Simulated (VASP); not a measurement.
Runs of VASP 6.6.1 on CsH. The structure is that of space group I4/mmm (No. 139), or close to it. The cells are those of the table. 

```tsv
cell	gap on the mesh (eV)	pressure (GPa)
a = 4.328, b = 4.328, c = 6.529 Å, 4 atoms	2.57	0.8
a = 4.779, b = 4.779, c = 6.305 Å, 4 atoms	(a)	-0.7
a = 4.599, b = 4.599, c = 6.299 Å, 4 atoms	2.69	-0.2
a = 4.238, b = 4.238, c = 6.443 Å, 4 atoms	2.47	1.6
a = 4.779, b = 4.779, c = 6.146 Å, 4 atoms	2.70	-0.4
a = 4.689, b = 4.689, c = 6.223 Å, 4 atoms	2.70	-0.4
a = 4.689, b = 4.689, c = 6.331 Å, 4 atoms	2.73	-0.5
a = 4.238, b = 4.238, c = 6.606 Å, 4 atoms	(b)	1.4
```

Alike in all rows: task single point; level r2SCAN; potentials or basis VASP PAW PBE potentials, release 64 (Cs_sv, H); no spin polarisation; k mesh 6 × 6 × 4; cutoff (eV) 520; smearing gaussian 0.02 eV.

Task: Estimate the missing entries.

Result: (a) 2.74; (b) 2.49.

Caveats: the PAW data sets were made with another functional, which shifts forces and pressure a little; spin-orbit coupling is left out, which moves the levels of the heavy elements.

A k mesh can miss the band edges, and the runs leave out spin-orbit coupling on Cs.
